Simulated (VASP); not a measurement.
Input of a VASP 6.6.1 run:

The input INCAR:

```
SYSTEM = CdCo2
PREC = Accurate
ENCUT = 520
EDIFF = 1E-6
ISMEAR = 0
SIGMA = 0.1
LREAL = .FALSE.
LASPH = .TRUE.
NELM = 150
ALGO = Normal
ISIF = 2
LWAVE = .FALSE.
LCHARG = .FALSE.
ISPIN = 2
MAGMOM = 0 1.2 1.2
LORBIT = 11
LMAXMIX = 4
GGA = PE
NBANDS = 26
```

File KPOINTS:

```
Automatic mesh
0
G
  6 6 4
  0 0 0
```

POSCAR

```
CdCo2
1.0
    4.1498238260      0.0000000000      0.0000000000
   -2.0749119130      3.5938528545      0.0000000000
    0.0000000000      0.0000000000      2.8415629229
Cd Co
1 2
Direct
    0.0000000000      0.0000000000      0.0000000000
    0.3333333333      0.6666666667      0.5000000000
    0.6666666667      0.3333333333      0.5000000000
```

Potentials or basis: VASP PAW PBE potentials, release 64 (Cd, Co).

The run is started by

```sh
$ cat potpaw_PBE.64/Cd/POTCAR potpaw_PBE.64/Co/POTCAR > POTCAR
$ mpirun -np 1 vasp_std > vasp.out
```

**Question.** What does it give for the site moments?

**Answer.** Cd -0.04; Co +1.64 μB.

**Question.** What does it give for the net moment?

**Answer.** 3.19 μB per cell.

**Question.** What does it give for the pressure?

**Answer.** 0.3 GPa.

Stress tensor (GPa, compression positive):
```
 0.58  0.00  0.00
 0.00  0.58  0.00
 0.00  0.00 -0.15
```

Caveat: the k points lie up to 0.55 Å⁻¹ apart.
